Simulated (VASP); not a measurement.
Write the native input for VASP 6.6.1 that does the following.

```yaml
Task: single point
Functional: PBEsol
Potentials_or_basis: VASP PAW PBE potentials, release 64 (Ti_sv)
Cutoff: 520 eV
k_mesh: 18 × 18 × 18
Occupations: fermi-dirac, width 0.1 eV
Spin: no spin polarisation
Dipole_correction: no
Further_INCAR_settings: ALGO = Normal; EDIFF = 1e-07; NBANDS = 12
```

The structure of Ti lies in POSCAR:

```
Ti
1.0
   -1.5046324014      1.5046324014      1.5046324014
    1.5046324014     -1.5046324014      1.5046324014
    1.5046324014      1.5046324014     -1.5046324014
Ti
1
Direct
    0.0000000000      0.0000000000      0.0000000000
```

One way to write it, as run:

INCAR

```
PREC     = Accurate       # precision mode
ENCUT    = 520            # plane-wave cutoff, eV
EDIFF    = 1E-7           # SCF threshold, eV
ISMEAR   = -1             # smearing method
SIGMA    = 0.1            # smearing width, eV
LREAL    = False          # projectors in reciprocal space
LASPH    = True           # aspherical terms in the spheres
NELM     = 80             # most SCF steps
ALGO     = Normal         # electronic algorithm
ISIF     = 2              # what is computed and relaxed
LWAVE    = False          # write WAVECAR
LCHARG   = True           # write CHGCAR
GGA      = PS             # functional
LELF     = True           # ELF
LVHAR    = True         
NBANDS   = 12             # bands
```

KPOINTS

```
regular mesh
0
Gamma
  18 18 18
```

Potentials or basis: VASP PAW PBE potentials, release 64 (Ti_sv).

Launch:

```sh
$ cat potpaw_PBE.64/Ti_sv/POTCAR > POTCAR
$ mpirun -np 1 vasp_std > vasp.out
```

It gave:

```yaml
Pressure: 29.3 GPa
Band_gap_on_the_k_mesh: zero (band 6 reaches 11.89 eV, above the bottom of band 7 at 9.95 eV)
```

Caveat: the PAW data sets were made with another functional, which shifts forces and pressure a little.

Wall time 63 s on 1 thread of AMD EPYC 7R13, with other jobs on the host, peak memory 0.12 GiB.
